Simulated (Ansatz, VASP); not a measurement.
## Two plane-wave programs on PbSe

```
CELL_PARAMETERS angstrom
0.00000 3.05782 3.05782
3.05782 0.00000 3.05782
3.05782 3.05782 0.00000
ATOMIC_POSITIONS crystal
Pb 0.00000 0.00000 0.00000
Se 0.50000 0.50000 0.50000
```

Change from the starting cell: hydrostatic strain -1.0%.

Alike in both runs: task single point; functional r2SCAN; k mesh 8 × 8 × 8; no spin polarisation.

|  | VASP | Ansatz |
| --- | --- | --- |
| version | VASP 6.6.1 | Ansatz 0.2.0 |
| potentials or method | VASP PAW PBE potentials, release 64 (Pb_d, Se) | plane waves, PAW |
| plane-wave cutoff (eV) | 520 | 500 |
| occupations | gaussian, width 0.01 eV | fixed |
| valence electrons in the cell | 20 | 30 |

|  | VASP | Ansatz | Ansatz less VASP |
| --- | --- | --- | --- |
| gap on the k mesh at the Fermi level (eV) | 0.57 | 0.56 | -0.007 |
| pressure (GPa) | 1.7 | 1.7 | -0.03 |

VASP's potentials were made for PBE, not for r2SCAN. VASP's potentials hold 20 valence electrons a cell and Ansatz's 30, so a difference there can come from the potentials and not from the codes.

Spin-orbit coupling is off throughout.
